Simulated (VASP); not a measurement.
# In2O3 (R-3c) in VASP: notebook

In2O3 is run at these levels: r2SCAN; tasks: single point.

Program: VASP 6.6.1. These are calculated values, not measurements. Logs are shortened: lines on timing, memory, paths and dates and some standing lists are left out, and cuts for length are marked.

### 1 The cell of the first run

The structure is trigonal, space group R-3c (No. 167). The conventional cell has a = 5.508 Å, b = 5.508 Å, c = 14.924 Å, α = 90.00°, β = 90.00°, γ = 120.00°. Within 2.8 Å of In (site symmetry 3) lie 6 O at 2.14 to 2.29 Å. Within 2.8 Å of O (site symmetry 2) lie 4 In at 2.14 to 2.29 Å.

### 2 Single point, r2SCAN (strain +0.000 along x and y, +0.025 along z)

Input file POSCAR:

```
In2O3
1.0
    2.7539365886      1.5899860307      4.9747553814
   -2.7539365886      1.5899860307      4.9747553814
    0.0000000000     -3.1799720615      4.9747553814
In O
4 6
Direct
    0.3570704061      0.3570704061      0.3570704061
    0.1429295939      0.1429295939      0.1429295939
    0.6429295939      0.6429295939      0.6429295939
    0.8570704061      0.8570704061      0.8570704061
    0.5465740402      0.9534259598      0.2500000000
    0.2500000000      0.5465740402      0.9534259598
    0.9534259598      0.2500000000      0.5465740402
    0.4534259598      0.0465740402      0.7500000000
    0.7500000000      0.4534259598      0.0465740402
    0.0465740402      0.7500000000      0.4534259598
```

Input file INCAR.step1:

```
ALGO = Normal ; EDIFF = 1E-4
ENCUT = 520 ; GGA = PE
ISMEAR = 0 ; LASPH = T
LCHARG = F ; LREAL = F
LWAVE = T ; NBANDS = 55
NELM = 80 ; PREC = Accurate
SIGMA = 0.05
```

Input file INCAR.step2:

```
ALGO = Normal ; EDIFF = 1E-6
ENCUT = 520 ; ISIF = 2
ISMEAR = 0 ; ISTART = 1
LASPH = T ; LCHARG = T
LELF = T ; LMIXTAU = T
LREAL = F ; LVHAR = T
LWAVE = F ; METAGGA = R2SCAN
NBANDS = 55 ; NELM = 80
PREC = Accurate ; SIGMA = 0.05
```

Input file KPOINTS:

```
k-points
0
Gamma
  6 6 6
```

Potentials or basis: VASP PAW PBE potentials, release 64 (In_d, O).

Launch:

```sh
cat potpaw_PBE.64/In_d/POTCAR potpaw_PBE.64/O/POTCAR > POTCAR
cp INCAR.step1 INCAR
mpirun -np 1 vasp_std > vasp.out
cp INCAR.step2 INCAR
mpirun -np 1 vasp_std > vasp.out
```

OUTCAR:

```text
EDIFF = 1E-6
   ENCUT = 520
   ISIF = 2
   ISMEAR = 0
   ISTART = 1
   LASPH = T
   LREAL = F
   METAGGA = R2SCAN
   NELM = 80
   PREC = Accurate

 ion  position               nearest neighbor table
   1  0.357  0.357  0.357-   9 2.14   8 2.14  10 2.14   7 2.29   6 2.29   5 2.29   2 3.20   3 3.26
                             3 3.26   3 3.26   2 3.64   2 3.64   2 3.64
   2  0.143  0.143  0.143-  10 2.14   8 2.14   9 2.14   6 2.29   7 2.29   5 2.29   1 3.20   4 3.26
                             4 3.26   4 3.26   1 3.64   1 3.64   1 3.64
   3  0.643  0.643  0.643-   6 2.14   5 2.14   7 2.14  10 2.29   9 2.29   8 2.29   4 3.20   1 3.26
                             1 3.26   1 3.26   4 3.64   4 3.64   4 3.64
   4  0.857  0.857  0.857-   7 2.14   5 2.14   6 2.14   9 2.29  10 2.29   8 2.29   3 3.20   2 3.26
                             2 3.26   2 3.26   3 3.64   3 3.64   3 3.64
   5  0.547  0.953  0.250-   3 2.14   4 2.14   1 2.29   2 2.29
   6  0.250  0.547  0.953-   3 2.14   4 2.14   2 2.29   1 2.29
   7  0.953  0.250  0.547-   4 2.14   3 2.14   1 2.29   2 2.29
   8  0.453  0.047  0.750-   1 2.14   2 2.14   3 2.29   4 2.29
   9  0.750  0.453  0.047-   1 2.14   2 2.14   4 2.29   3 2.29
  10  0.047  0.750  0.453-   2 2.14   1 2.14   3 2.29   4 2.29

  LATTYP: Found a trigonal (rhomboedric) cell.
 ALAT       =     5.9042707777
 COS(alpha) =     0.5648837182

  Lattice vectors:

 A1 = (   2.7539365886,   1.5899860307,   4.9747553814)
 A2 = (  -2.7539365886,   1.5899860307,   4.9747553814)
 A3 = (   0.0000000000,  -3.1799720615,   4.9747553814)

Analysis of symmetry for initial positions (statically):
=====================================================================
 Subroutine PRICEL returns:
 Original cell was already a primitive cell.

 Routine SETGRP: Setting up the symmetry group for a
 trigonal (rhombohedral) supercell.

 Subroutine GETGRP returns: Found 12 space group operations
 (whereof  6 operations were pure point group operations)
 out of a pool of 12 trial point group operations.

The static configuration has the point symmetry S_6 .
 The point group associated with its full space group is D_3d.

Analysis of symmetry for dynamics (positions and initial velocities):
=====================================================================
 Subroutine PRICEL returns:
 Original cell was already a primitive cell.

 Routine SETGRP: Setting up the symmetry group for a
 trigonal (rhombohedral) supercell.

 Subroutine GETGRP returns: Found 12 space group operations
 (whereof  6 operations were pure point group operations)
 out of a pool of 12 trial point group operations.

The dynamic configuration has the point symmetry S_6 .
 The point group associated with its full space group is D_3d.

 Subroutine INISYM returns: Found 12 space group operations
 (whereof  6 operations are pure point group operations),
 and found     1 'primitive' translations

----------------------------------------------------------------------------------------

                                     Primitive cell

  volume of cell :     130.6984

  direct lattice vectors                    reciprocal lattice vectors
     2.753936589  1.589986031  4.974755381     0.181558284  0.104822724  0.067004970
    -2.753936589  1.589986031  4.974755381    -0.181558284  0.104822724  0.067004970
     0.000000000 -3.179972062  4.974755381     0.000000000 -0.209645448  0.067004970

  length of vectors
     5.904270778  5.904270778  5.904270778     0.220092889  0.220092889  0.220092889

  position of ions in fractional coordinates (direct lattice)
     0.357070406  0.357070406  0.357070406
     0.142929594  0.142929594  0.142929594
     0.642929594  0.642929594  0.642929594
     0.857070406  0.857070406  0.857070406
     0.546574040  0.953425960  0.250000000
     0.250000000  0.546574040  0.953425960
     0.953425960  0.250000000  0.546574040
     0.453425960  0.046574040  0.750000000
     0.750000000  0.453425960  0.046574040
     0.046574040  0.750000000  0.453425960

  ion indices of the primitive-cell ions
   primitive index   ion index
                 1           1
                 2           2
                 3           3
                 4           4
                 5           5
                 6           6
                 7           7
                 8           8
                 9           9
                10          10

----------------------------------------------------------------------------------------

 KPOINTS: k-points

Automatic generation of k-mesh.
 Grid dimensions read from file:
 generate k-points for:    6    6    6

 Generating k-lattice:

  Cartesian coordinates                     Fractional coordinates (reciprocal lattice)
     0.030259714  0.017470454  0.011167495     0.166666667  0.000000000  0.000000000
    -0.030259714  0.017470454  0.011167495     0.000000000  0.166666667  0.000000000
     0.000000000 -0.034940908  0.011167495     0.000000000  0.000000000  0.166666667

  Length of vectors
     0.036682148  0.036682148  0.036682148

  Shift w.r.t. Gamma in fractional coordinates (k-lattice)
     0.000000000  0.000000000  0.000000000

 Subroutine IBZKPT returns following result:
 ===========================================

 Found     32 irreducible k-points:

 Following reciprocal coordinates:
            Coordinates               Weight
  0.000000  0.000000  0.000000      1.000000
  0.166667  0.000000  0.000000      6.000000
  0.333333  0.000000  0.000000      6.000000
  0.500000  0.000000  0.000000      3.000000
  0.166667  0.166667  0.000000      6.000000
  0.333333  0.166667  0.000000     12.000000
[... 16 lines left out ...]
  0.500000  0.500000  0.166667      6.000000
 -0.333333  0.500000  0.166667     12.000000
 [... further k-points ...]
   k-points           NKPTS =     32   k-points in BZ     NKDIM =     32   number of bands    NBANDS=     55
   number of dos      NEDOS =    301   number of ions     NIONS =     10
   total plane-waves  NPLWV = 110592
   dimension x,y,z NGX =    48 NGY =   48 NGZ =   48
   dimension x,y,z NGXF=    96 NGYF=   96 NGZF=   96
   ions per type =               4   6
   NGX,Y,Z   is equivalent  to a cutoff of  13.52, 13.52, 13.52 a.u.
   NGXF,Y,Z  is equivalent  to a cutoff of  27.03, 27.03, 27.03 a.u.
 SYSTEM =  unknown system
   PREC   = accura    normal or accurate (medium, high low for compatibility)
   ISTART =      1    job   : 0-new  1-cont  2-samecut
   ICHARG =      0    charge: 1-file 2-atom 10-const
   ISPIN  =      1    spin polarized calculation?
   LNONCOLLINEAR =      F non collinear calculations
   LSORBIT =      F    spin-orbit coupling
   LASPH  =      T    aspherical Exc in radial PAW
   ENCUT  =  520.0 eV  38.22 Ry    6.18 a.u.  10.98 10.98 10.98*2*pi/ulx,y,z
   NELM   =     80;   NELMIN=  2; NELMDL=  0     # of ELM steps
   EDIFF  = 0.1E-05   stopping-criterion for ELM
   LREAL  =      F    real-space projection
   EDIFFG = 0.1E-04   stopping-criterion for IOM
   NSW    =      0    number of steps for IOM
   IBRION =     -1    ionic relax: 0-MD 1-quasi-New 2-CG
   NFREE  =      0    steps in history (QN), initial steepest desc. (CG)
   ISIF   =      2    stress and relaxation
   ISYM   =      2    0-nonsym 1-usesym 2-fastsym
   POTIM  = 0.5000    time-step for ionic-motion
   TEBEG  =    0.0;   TEEND  =   0.0 temperature during run
   PSTRESS=    0.0 pullay stress
   NELECT =      88.0000    total number of electrons
   NUPDOWN=      -1.0000    fix difference up-down
   EMIN   =  10.00;   EMAX   =-10.00  energy-range for DOS
   EFERMI =   0.00;   METHOD = LEGACY
   ISMEAR =     0;   SIGMA  =   0.05  broadening in eV -4-tet -1-fermi 0-gaus
   EFERMI_NEDOS =   21; number of points for ismear=-14 and -15
   IALGO  =     38    algorithm
   IMIX   =      4    mixing-type and parameters
     AMIX     =   0.40;   BMIX     =  1.00
     AMIX_MAG =   1.60;   BMIX_MAG =  1.00
  volume/ion in A,a.u.               =      13.07        88.20
  Fermi-wavevector in a.u.,A,eV,Ry     =   1.434869  2.711510 28.012350  2.058850
  Thomas-Fermi vector in A             =   2.554230
   LORBIT       =      0    0 simple, 1 ext, 2 COOP (PROOUT), +10 PAW based schemes
   METAGGA = R2SCAN    functional components
   LHFCALC =     F    Hartree Fock is set to
   AEXX    =    0.0000 exact exchange contribution
   IVDW    =     0    specifies the selected vdW correction
   LEPSILON=     F    determine dielectric tensor
   LRPA    =     F    only Hartree local field effects (RPA)
 non-spin polarized calculation
 Gauss-broadening in eV      SIGMA  =   0.05
  energy-cutoff  :      520.00
  volume of cell :      130.70
 maximum number of plane-waves:      3537
 NGX is ok and might be reduce to    48
   NGX = 21   NGY = 21   NGZ = 21

 number of electron      88.0000000 magnetization

 Free energy of the ion-electron system (eV)
  ---------------------------------------------------
  ext. energy  EPLUGINS =         0.00000000
  ---------------------------------------------------
  free energy    TOTEN  =      -144.42005690 eV

  energy without entropy =     -144.42005690  energy(sigma->0) =     -144.42005690

 E-fermi :   5.0776     XC(G=0): -11.7317

 val. band max:        4.8371112697   @ k =  -0.1667   0.1667   0.0000
 cond. band min:       6.4752774958   @ k =   0.0000   0.0000   0.0000
 fundamental gap:      1.6381662260
 Fermi energy:         5.0776077837

 k-point     1 :       0.0000    0.0000    0.0000
  band No.  band energies     occupation
      1     -13.5238      2.00000
      2     -12.7110      2.00000
      3     -12.7110      2.00000
      4     -12.5186      2.00000
      5     -12.5186      2.00000
      6     -12.4934      2.00000
[... 47 lines left out ...]
     54      15.3190      0.00000
[... 1333 lines left out ...]
     54      16.0618      0.00000
     55      16.7242      0.00000

 [... further k-points ...]

------------------------ aborting loop because EDIFF is reached ----------------------------------------

  FORCE on cell =-STRESS in cart. coord.  units (eV):
  Direction    XX          YY          ZZ          XY          YZ          ZX
  --------------------------------------------------------------------------------------
  -------------------------------------------------------------------------------------
  Total       -1.2340240     -1.2340240     -4.4513246     -0.0000000      0.0000000      0.0000000
  in kB      -15.1273885    -15.1273885    -54.5669422     -0.0000000      0.0000000      0.0000000
  external PRESSURE =     -28.2739064 kB  Pullay stress =       0.0000000 kB

 VOLUME and BASIS-vectors are now :
 -----------------------------------------------------------------------------
  energy-cutoff  :      520.00
  volume of cell :      130.70
      direct lattice vectors                 reciprocal lattice vectors
     2.753936589  1.589986031  4.974755381     0.181558284  0.104822724  0.067004970
    -2.753936589  1.589986031  4.974755381    -0.181558284  0.104822724  0.067004970
     0.000000000 -3.179972062  4.974755381     0.000000000 -0.209645448  0.067004970

 POSITION                                       TOTAL-FORCE (eV/Angst)
 -----------------------------------------------------------------------------------
      0.00000     -0.00000      5.32901        -0.000000      0.000000     -0.214406
      0.00000     -0.00000      2.13312        -0.000000     -0.000000      0.214406
      0.00000     -0.00000      9.59525        -0.000000     -0.000000      0.214406
      0.00000     -0.00000     12.79115        -0.000000      0.000000     -0.214406
     -1.12044      1.58999      8.70582        -0.026895     -0.000000     -0.000000
     -0.81675     -1.76533      8.70582         0.013448     -0.023292     -0.000000
      1.93719      0.17534      8.70582         0.013448      0.023292     -0.000000
      1.12044     -1.58999      6.21844         0.026895     -0.000000      0.000000
      0.81675      1.76533      6.21844        -0.013448      0.023292     -0.000000
     -1.93719     -0.17534      6.21844        -0.013448     -0.023292     -0.000000
 -----------------------------------------------------------------------------------
    total drift:                                0.000000     -0.000000     -0.000000

  FREE ENERGIE OF THE ION-ELECTRON SYSTEM (eV)
  ---------------------------------------------------
  free  energy   TOTEN  =      -144.4200569003 eV

  energy  without entropy=     -144.4200569003  energy(sigma->0) =     -144.42005690
```

It took 18 min on 1 thread of Intel Xeon 6975P-C (Granite Rapids), shared host; peak memory 0.44 GiB.

Results:

```yaml
Free_energy: -144.4201 eV
Pressure: -2.8 GPa
Largest_force: 0.214 eV/Å
Band_gap_on_the_k_mesh: 1.64 eV, indirect (least direct gap 1.66 eV)
```

Forces in eV/Å, atoms in the order of the input:
```
In   0.000  0.000 -0.214
In   0.000  0.000  0.214
In   0.000  0.000  0.214
In   0.000  0.000 -0.214
O   -0.027  0.000  0.000
O    0.013 -0.023  0.000
O    0.013  0.023  0.000
O    0.027  0.000  0.000
O   -0.013  0.023  0.000
O   -0.013 -0.023  0.000
```

Caveat: the cell differs from its parent crystal (strain +0.000 along x and y, +0.025 along z); the PAW data sets were made with another functional, which shifts forces and pressure a little; spin-orbit coupling is left out, which moves the levels of the heavy elements. A k mesh can miss the band edges.

### 3 Single point, r2SCAN (strain +0.050 along x and y, -0.050 along z)

POSCAR: that of step 2 with these lines changed.

```diff
@@ -2,5 +2,5 @@
 1.0
-    2.7539365886      1.5899860307      4.9747553814
-   -2.7539365886      1.5899860307      4.9747553814
-    0.0000000000     -3.1799720615      4.9747553814
+    2.8916334180      1.6694853323      4.6107488901
+   -2.8916334180      1.6694853323      4.6107488901
+    0.0000000000     -3.3389706646      4.6107488901
 In O
```

Input file INCAR.step1:

```
PREC     = Accurate       # precision mode
ENCUT    = 520            # plane-wave cutoff, eV
ISMEAR   = 0              # smearing method
SIGMA    = 0.05           # smearing width, eV
LREAL    = F              # projectors in reciprocal space
LASPH    = T              # aspherical terms in the spheres
NELM     = 60             # most SCF steps
NBANDS   = 55             # bands
GGA      = PE             # functional
ALGO     = Normal         # electronic algorithm
EDIFF    = 1E-4           # SCF threshold, eV
LWAVE    = T              # write WAVECAR
LCHARG   = F              # write CHGCAR
```

Input file INCAR.step2:

```
PREC     = Accurate       # precision mode
ENCUT    = 520            # plane-wave cutoff, eV
EDIFF    = 1E-7           # SCF threshold, eV
ISMEAR   = 0              # smearing method
SIGMA    = 0.05           # smearing width, eV
LREAL    = F              # projectors in reciprocal space
LASPH    = T              # aspherical terms in the spheres
NELM     = 60             # most SCF steps
ALGO     = Normal         # electronic algorithm
ISIF     = 2              # what is computed and relaxed
LWAVE    = F              # write WAVECAR
LCHARG   = F              # write CHGCAR
METAGGA  = R2SCAN         # meta-GGA
LMIXTAU  = T            
NBANDS   = 55             # bands
ISTART   = 1
```

Input file KPOINTS:

```
regular mesh
0
Gamma
  6 6 6
```

Potentials or basis: VASP PAW PBE potentials, release 64 (In_d, O).

Launch:

```sh
cat potpaw_PBE.64/In_d/POTCAR potpaw_PBE.64/O/POTCAR > POTCAR
cp INCAR.step1 INCAR
mpirun -np 1 vasp_std > vasp.out
cp INCAR.step2 INCAR
mpirun -np 1 vasp_std > vasp.out
```

It took 16 min on 1 thread of Intel Xeon 6975P-C (Granite Rapids), shared host; peak memory 0.37 GiB.

It converged, with:

| Item | Value |
| --- | --- |
| Free energy | -143.8255 eV |
| Pressure | -7.9 GPa |
| Largest force | 0.705 eV/Å |
| Band gap on the k mesh | 1.19 eV, indirect (least direct gap 1.37 eV) |

Forces in eV/Å, atoms in the order of the input:
```
In   0.000  0.000  0.705
In   0.000  0.000 -0.705
In   0.000  0.000 -0.705
In   0.000  0.000  0.705
O    0.127  0.000  0.000
O   -0.063  0.110  0.000
O   -0.063 -0.110  0.000
O   -0.127  0.000  0.000
O    0.063 -0.110  0.000
O    0.063  0.110  0.000
```

Stress tensor (GPa, compression positive):
```
-13.91   0.00   0.00
  0.00 -13.91   0.00
  0.00   0.00   4.14
```

Levels at points of the mesh, in eV from the valence-band top:
```
           k point  band 40  band 41  band 42  band 43  band 44  band 45  band 46  band 47  band 48  band 49
(0.00, 0.00, 0.00)    -0.26    -0.24    -0.24    -0.18    -0.18     1.19     5.65     6.38     6.62     8.96
(0.50, 0.00, 0.00)    -1.00    -0.58    -0.58    -0.09    -0.09     4.82     4.82     5.91     5.91     8.36
(0.50, 0.50, 0.00)    -0.86    -0.68    -0.29    -0.11    -0.07     5.18     5.27     6.09     6.41     7.67
(0.50, 0.50, 0.50)    -1.08    -0.40    -0.40    -0.40    -0.40     4.43     4.43     6.87     6.87     8.54
```

Caveat: the cell differs from its parent crystal (strain +0.050 along x and y, -0.050 along z); the PAW data sets were made with another functional, which shifts forces and pressure a little; spin-orbit coupling is left out, which moves the levels of the heavy elements. A k mesh can miss the band edges.
